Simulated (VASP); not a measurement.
KTaO3: single point with PBEsol

The system is KTaO3.

```
CELL_PARAMETERS angstrom
4.06652 0.00000 0.00000
0.00000 4.06652 0.00000
0.00000 0.00000 4.06652
ATOMIC_POSITIONS crystal
Ta 0.00000 0.00000 0.00000
K 0.50000 0.50000 0.50000
O 0.00000 0.00000 0.50000
O 0.00000 0.50000 0.00000
O 0.50000 0.00000 0.00000
```

This cell differs from its parent crystal: volume scaled by 1.06.

```json
{
 "Program": "VASP 6.6.1",
 "Task": "single point",
 "Functional": "PBEsol",
 "Potentials or basis": "VASP PAW PBE potentials, release 64 (Ta_pv, K_sv, O)",
 "Cutoff": "520 eV",
 "k mesh": "7 × 7 × 7",
 "Occupations": "fermi-dirac, width 0.05 eV",
 "Spin": "no spin polarisation",
 "Dipole correction": "no",
 "Further INCAR settings": "ALGO = Normal; EDIFF = 1e-06; NBANDS = 27"
}
```

```json
{"Pressure": "-10.2 GPa", "Band gap on the k mesh": "2.02 eV, indirect (least direct gap 2.60 eV)"}
```

Levels at points of the mesh, in eV from the valence-band top:
```
           k point  band 17  band 18  band 19  band 20  band 21  band 22
(0.00, 0.00, 0.00)    -0.59    -0.59    -0.59     2.02     2.02     2.02
```

It took 52 s on 1 thread of AMD EPYC 7R13, with other jobs on the host, peak memory 0.16 GiB.

Caveat: the PAW data sets were made with another functional, which shifts forces and pressure a little; spin-orbit coupling is left out, which moves the levels of the heavy elements. A k mesh can miss the band edges.
